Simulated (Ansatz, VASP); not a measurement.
## Al2Cu: VASP beside Ansatz

```
Al Cu
1.0
     4.10518    0.00000    0.00000
     0.00000    4.10518    0.00000
     0.00000    0.00000    2.89131
Al Cu
2 1
Cartesian
  2.0526 0.0000 1.4457
  0.0000 2.0526 1.4457
  0.0000 0.0000 0.0000
```

Alike in both runs: task single point; functional r2SCAN; k mesh 10 × 10 × 14; occupations gaussian, width 0.1 eV; no spin polarisation.

|  | VASP | Ansatz |
| --- | --- | --- |
| version | VASP 6.6.1 | Ansatz 0.2.0 |
| potentials or method | VASP PAW PBE potentials, release 64 (Al, Cu), cutoff 520 eV | scalar-relativistic, plane waves, PAW |
| valence electrons in the cell | 17 | 25 |

VASP gave:

| Item | Value |
| --- | --- |
| gap on the k mesh at the Fermi level (eV) | none |
| pressure (GPa) | -2.2 |
| traceless stress, the component that is largest in VASP (GPa) | -0.64 |

Problem. Estimate Ansatz's values.

Solution. gap on the k mesh at the Fermi level (eV): none; pressure (GPa): -2.2; traceless stress, the component that is largest in VASP (GPa): -0.68.

VASP's potentials were made for PBE, not for r2SCAN. A gap of «none» marks a metal or a gap that the smearing closes. VASP's potentials hold 17 valence electrons a cell and Ansatz's 25, so a difference there can come from the potentials and not from the codes.
